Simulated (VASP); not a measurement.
# CdTe in VASP: further runs, part 2 of 2

VASP 6.6.1.

### 4 Single point, PBEsol (strain -0.030 along x and y, -0.015 along z)

File INCAR:

```
ALGO = Normal
EDIFF = 1E-6
ENCUT = 520
GGA = PS
ISIF = 2
ISMEAR = 0
LASPH = True
LCHARG = False
LREAL = False
LWAVE = False
NBANDS = 16
NELM = 60
PREC = Accurate
SIGMA = 0.05
```

File KPOINTS:

```
k-points
0
Gamma
  8 8 8
```

File POSCAR:

```
CdTe
1.0
    0.0000000000      3.1088500000      3.1569250000
    3.1088500000      0.0000000000      3.1569250000
    3.1088500000      3.1088500000      0.0000000000
Cd Te
1 1
Direct
    0.0000000000      0.0000000000      0.0000000000
    0.7500000000      0.7500000000      0.7500000000
```

Potentials or basis: VASP PAW PBE potentials, release 64 (Cd, Te).

Run with:

```bash
$ cat potpaw_PBE.64/Cd/POTCAR potpaw_PBE.64/Te/POTCAR > POTCAR
$ mpirun -np 1 vasp_std > vasp.out
```

OUTCAR:

```text
EDIFF = 1E-6
   ENCUT = 520
   GGA = PS
   ISIF = 2
   ISMEAR = 0
   LASPH = True
   LREAL = False
   NELM = 60
   PREC = Accurate

 ion  position               nearest neighbor table
   1  0.000  0.000  0.000-   2 2.71   2 2.71   2 2.71   2 2.71
   2  0.750  0.750  0.750-   1 2.71   1 2.71   1 2.71   1 2.71

  LATTYP: Found a body centered tetragonal cell.
 ALAT       =     4.3965778334
 C/A-ratio  =     1.4360828443

  Lattice vectors:

 A1 = (  -3.1088500000,   0.0000000000,   3.1569250000)
[... 642 lines left out ...]

------------------------ aborting loop because EDIFF is reached ----------------------------------------

  FORCE on cell =-STRESS in cart. coord.  units (eV):
  Direction    XX          YY          ZZ          XY          YZ          ZX
  --------------------------------------------------------------------------------------
  -------------------------------------------------------------------------------------
  Total        2.4470750      2.4470750      2.3766282      0.0000000     -0.0000000      0.0000000
  in kB       64.2486576     64.2486576     62.3990567      0.0000000     -0.0000000      0.0000000
  external PRESSURE =      63.6321240 kB  Pullay stress =       0.0000000 kB

 VOLUME and BASIS-vectors are now :
 -----------------------------------------------------------------------------
  energy-cutoff  :      520.00
  volume of cell :       61.02
      direct lattice vectors                 reciprocal lattice vectors
     0.000000000  3.108850000  3.156925000    -0.160831176  0.160831176  0.158381970
     3.108850000  0.000000000  3.156925000     0.160831176 -0.160831176  0.158381970
     3.108850000  3.108850000  0.000000000     0.160831176  0.160831176 -0.158381970

 POSITION                                       TOTAL-FORCE (eV/Angst)
 -----------------------------------------------------------------------------------
      0.00000      0.00000      0.00000        -0.000000     -0.000000     -0.000000
      4.66327      4.66327      4.73539         0.000000      0.000000      0.000000
 -----------------------------------------------------------------------------------
    total drift:                                0.000000      0.000000     -0.000000

  FREE ENERGIE OF THE ION-ELECTRON SYSTEM (eV)
  ---------------------------------------------------
  free  energy   TOTEN  =        -5.3547691474 eV

  energy  without entropy=       -5.3547691474  energy(sigma->0) =       -5.35476915
```

OSZICAR:

```text
N       E                     dE             d eps       ncg     rms          rms(c)
DAV:   1     0.102407588069E+03    0.10241E+03   -0.85160E+03  1904   0.994E+02
DAV:   2    -0.207789681894E+01   -0.10449E+03   -0.99255E+02  2208   0.241E+02
DAV:   3    -0.558495829179E+01   -0.35071E+01   -0.35021E+01  2320   0.459E+01
DAV:   4    -0.561533413425E+01   -0.30376E-01   -0.30374E-01  2776   0.380E+00
DAV:   5    -0.561544372003E+01   -0.10959E-03   -0.10959E-03  2504   0.184E-01    0.696E+00
DAV:   6    -0.537547047160E+01    0.23997E+00   -0.44060E-01  2304   0.919E+00    0.553E+00
DAV:   7    -0.535572835277E+01    0.19742E-01   -0.11695E-01  2312   0.234E+00    0.206E+00
DAV:   8    -0.535477714666E+01    0.95121E-03   -0.12259E-02  2104   0.132E+00    0.553E-01
DAV:   9    -0.535473489600E+01    0.42251E-04   -0.75382E-04  2360   0.323E-01    0.156E-01
DAV:  10    -0.535475422559E+01   -0.19330E-04   -0.10630E-04  2360   0.914E-02    0.602E-02
DAV:  11    -0.535477178524E+01   -0.17560E-04   -0.44686E-05  2216   0.536E-02    0.430E-02
DAV:  12    -0.535476961034E+01    0.21749E-05   -0.43376E-06  2160   0.199E-02    0.211E-02
DAV:  13    -0.535476914737E+01    0.46297E-06   -0.20250E-06  2352   0.792E-03
   1 F= -.53547691E+01 E0= -.53547691E+01  d E =-.411127E-12
```

stdout:

```text
POSCAR found type information on POSCAR CdTe
 POSCAR found :  2 types and       2 ions
 scaLAPACK will be used
 -----------------------------------------------------------------------------
|                                                                             |
|                                                                             |
|     You enforced a specific xc type in the INCAR file but a different       |
|     I HOPE YOU KNOW WHAT YOU ARE DOING!                                     |
|                                                                             |
 -----------------------------------------------------------------------------

 LDA part: xc-table for (Slater+PW92), standard interpolation
 POSCAR, INCAR and KPOINTS ok, starting setup
 FFT: planning ... GRIDC
 FFT: planning ... GRID_SOFT
 FFT: planning ... GRID
 WAVECAR not read
 entering main loop
```

Wall time 22 s (1 thread of Intel Xeon 6975P-C (Granite Rapids), shared host); peak memory 0.24 GiB.

Results:

* Free energy: -5.3548 eV
* Pressure: 6.4 GPa
* Band gap on the k mesh: 0.97 eV, direct

Caveat: the cell differs from its parent crystal (strain -0.030 along x and y, -0.015 along z); the PAW data sets were made with another functional, which shifts forces and pressure a little; spin-orbit coupling is left out, which moves the levels of the heavy elements.

### 5 Single point, PBEsol (strain -0.030 along x and y, +0.000 along z)

File INCAR:

```
PREC     = Accurate       # precision mode
ENCUT    = 520            # plane-wave cutoff, eV
EDIFF    = 1E-7           # SCF threshold, eV
ISMEAR   = 0              # smearing method
SIGMA    = 0.05           # smearing width, eV
LREAL    = F              # projectors in reciprocal space
LASPH    = T              # aspherical terms in the spheres
NELM     = 100            # most SCF steps
ALGO     = Normal         # electronic algorithm
ISIF     = 2              # what is computed and relaxed
LWAVE    = F              # write WAVECAR
LCHARG   = T              # write CHGCAR
GGA      = PS             # functional
LELF     = T              # ELF
LVHAR    = T            
NBANDS   = 16             # bands
```

File KPOINTS:

```
Automatic mesh
0
Gamma
  8 8 8
```

File POSCAR:

```
CdTe
1.0
    0.0000000000      3.1088500000      3.2050000000
    3.1088500000      0.0000000000      3.2050000000
    3.1088500000      3.1088500000      0.0000000000
Cd Te
1 1
Direct
    0.0000000000      0.0000000000      0.0000000000
    0.7500000000      0.7500000000      0.7500000000
```

Run with:

```bash
$ cat potpaw_PBE.64/Cd/POTCAR potpaw_PBE.64/Te/POTCAR > POTCAR
$ mpirun -np 1 vasp_std > vasp.out
```

Wall time 25 s (1 thread of Intel Xeon 6975P-C (Granite Rapids), shared host); peak memory 0.23 GiB.

Results (log left out):

```
Free energy            : -5.3875 eV
Pressure               : 5.3 GPa
Band gap on the k mesh : 0.91 eV, direct
```

Stress tensor (GPa, compression positive):
```
5.47 0.00 0.00
0.00 5.47 0.00
0.00 0.00 5.05
```

Levels at points of the mesh, in eV from the valence-band top:
| k point | band 7 | band 8 | band 9 | band 10 | band 11 | band 12 |
| --- | --- | --- | --- | --- | --- | --- |
| (0.00, 0.00, 0.00) | -0.12 | 0.00 | 0.00 | 0.91 | 4.43 | 4.43 |
| (0.50, 0.00, 0.00) | -5.09 | -1.06 | -0.89 | 1.77 | 4.95 | 5.14 |
| (0.50, 0.50, 0.00) | -4.98 | -2.17 | -2.17 | 2.32 | 2.67 | 9.06 |
| (0.50, 0.00, 0.50) | -4.81 | -2.35 | -2.29 | 2.18 | 2.42 | 9.29 |

Caveat: the cell differs from its parent crystal (strain -0.030 along x and y, +0.000 along z); the PAW data sets were made with another functional, which shifts forces and pressure a little; spin-orbit coupling is left out, which moves the levels of the heavy elements.

### 6 Single point, PBEsol (strain -0.030 along x and y, +0.015 along z)

File INCAR:

```
SYSTEM = CdTe
ALGO = Normal
EDIFF = 1E-6
ENCUT = 520
GGA = PS
ISIF = 2
ISMEAR = 0
LASPH = .True.
LCHARG = .False.
LREAL = .False.
LWAVE = .False.
NBANDS = 16
NELM = 60
PREC = Accurate
SIGMA = 0.05
```

File KPOINTS:

```
k-points
0
Gamma
  8 8 8
  0 0 0
```

File POSCAR:

```
CdTe
1.0
    0.0000000000      3.1088500000      3.2530750000
    3.1088500000      0.0000000000      3.2530750000
    3.1088500000      3.1088500000      0.0000000000
Cd Te
1 1
Direct
    0.0000000000      0.0000000000      0.0000000000
    0.7500000000      0.7500000000      0.7500000000
```

Potentials or basis: VASP PAW PBE potentials, release 64 (Cd, Te).

Run with:

```bash
$ cat potpaw_PBE.64/Cd/POTCAR potpaw_PBE.64/Te/POTCAR > POTCAR
$ mpirun -np 1 vasp_std > vasp.out
```

Run time: 22 s. Hardware: 1 thread of Intel Xeon 6975P-C (Granite Rapids), shared host; peak memory 0.23 GiB.

It converged, with:

* Free energy: -5.4135 eV
* Pressure: 4.4 GPa
* Band gap on the k mesh: 0.84 eV, direct

Stress tensor (GPa, compression positive):
```
4.59 0.00 0.00
0.00 4.59 0.00
0.00 0.00 3.89
```

Levels at points of the mesh, in eV from the valence-band top:
| k point | band 5 | band 6 | band 7 | band 8 | band 9 | band 10 | band 11 | band 12 | band 13 | band 14 |
| --- | --- | --- | --- | --- | --- | --- | --- | --- | --- | --- |
| (0.00, 0.00, 0.00) | -8.30 | -8.29 | -0.18 | 0.00 | 0.00 | 0.84 | 4.43 | 4.43 | 4.43 | 7.34 |
| (0.50, 0.00, 0.00) | -8.28 | -7.88 | -5.01 | -1.09 | -0.84 | 1.72 | 4.91 | 5.18 | 6.90 | 8.76 |
| (0.50, 0.50, 0.00) | -8.26 | -7.78 | -4.97 | -2.08 | -2.08 | 2.38 | 2.74 | 8.87 | 9.42 | 9.42 |
| (0.50, 0.00, 0.50) | -8.26 | -7.69 | -4.72 | -2.34 | -2.26 | 2.18 | 2.38 | 9.16 | 9.20 | 9.50 |

Caveat: the cell differs from its parent crystal (strain -0.030 along x and y, +0.015 along z); the PAW data sets were made with another functional, which shifts forces and pressure a little; spin-orbit coupling is left out, which moves the levels of the heavy elements.

### 7 Single point, PBEsol (strain +0.000 along x and y, +0.030 along z)

File INCAR:

```
ALGO = Normal
EDIFF = 1E-6
ENCUT = 520
GGA = PS
ISIF = 2
ISMEAR = 0
LASPH = True
LCHARG = True
LELF = True
LREAL = False
LVHAR = True
LWAVE = False
NBANDS = 16
NELM = 100
PREC = Accurate
SIGMA = 0.05
```

File KPOINTS:

```
k-points
0
Gamma
  8 8 8
```

File POSCAR:

```
CdTe
1.0
    0.0000000000      3.2050000000      3.3011500000
    3.2050000000      0.0000000000      3.3011500000
    3.2050000000      3.2050000000      0.0000000000
Cd Te
1 1
Direct
    0.0000000000      0.0000000000      0.0000000000
    0.7500000000      0.7500000000      0.7500000000
```

Run with:

```bash
$ cat potpaw_PBE.64/Cd/POTCAR potpaw_PBE.64/Te/POTCAR > POTCAR
$ mpirun -np 1 vasp_std > vasp.out
```

Wall time 23 s (1 thread of Intel Xeon 6975P-C (Granite Rapids), shared host); peak memory 0.24 GiB.

It converged, with:

| Quantity | Value |
| --- | --- |
| Free energy | -5.4863 eV |
| Pressure | 0.5 GPa |
| Band gap on the k mesh | 0.64 eV, direct |

Stress tensor (GPa, compression positive):
```
0.63 0.00 0.00
0.00 0.63 0.00
0.00 0.00 0.11
```

Levels at points of the mesh, in eV from the valence-band top:
| k point | band 5 | band 6 | band 7 | band 8 | band 9 | band 10 | band 11 | band 12 | band 13 | band 14 |
| --- | --- | --- | --- | --- | --- | --- | --- | --- | --- | --- |
| (0.00, 0.00, 0.00) | -8.04 | -8.03 | -0.10 | 0.00 | 0.00 | 0.64 | 4.51 | 4.51 | 4.52 | 7.27 |
| (0.50, 0.00, 0.00) | -8.02 | -7.69 | -4.53 | -0.90 | -0.75 | 1.69 | 5.02 | 5.19 | 6.91 | 8.49 |
| (0.50, 0.50, 0.00) | -8.00 | -7.58 | -4.49 | -1.84 | -1.84 | 2.53 | 2.71 | 8.56 | 9.06 | 9.06 |
| (0.50, 0.00, 0.50) | -8.00 | -7.53 | -4.35 | -1.99 | -1.95 | 2.41 | 2.49 | 8.77 | 8.92 | 9.13 |

Caveat: the cell differs from its parent crystal (strain +0.000 along x and y, +0.030 along z); the PAW data sets were made with another functional, which shifts forces and pressure a little; spin-orbit coupling is left out, which moves the levels of the heavy elements.

### 8 Summary

| cell | gap on the mesh (eV) | pressure (GPa) |
| --- | --- | --- |
| a = 4.397 Å, angles 60.0°, 2 atoms | 1.04 | 7.5 |
| a = 4.669 Å, angles 60.0°, 2 atoms | 0.50 | -1.8 |
| a = 4.431, b = 4.431, c = 4.397 Å, angles 60.3, 60.3, 59.5°, 2 atoms | 0.97 | 6.4 |
| a = 4.465, b = 4.465, c = 4.397 Å, angles 60.5, 60.5, 59.0°, 2 atoms | 0.91 | 5.3 |
| a = 4.500, b = 4.500, c = 4.397 Å, angles 60.8, 60.8, 58.5°, 2 atoms | 0.84 | 4.4 |
| a = 4.601, b = 4.601, c = 4.533 Å, angles 60.5, 60.5, 59.0°, 2 atoms | 0.64 | 0.5 |

Alike in all rows: task single point; level PBEsol; potentials or basis VASP PAW PBE potentials, release 64 (Cd, Te); no spin polarisation; k mesh 8 × 8 × 8; cutoff (eV) 520; smearing gaussian 0.05 eV.

Caveats: the PAW data sets were made with another functional, which shifts forces and pressure a little; spin-orbit coupling is left out, which moves the levels of the heavy elements.

Total energies depend on the potentials used, so only differences within one code and one set of settings carry meaning.
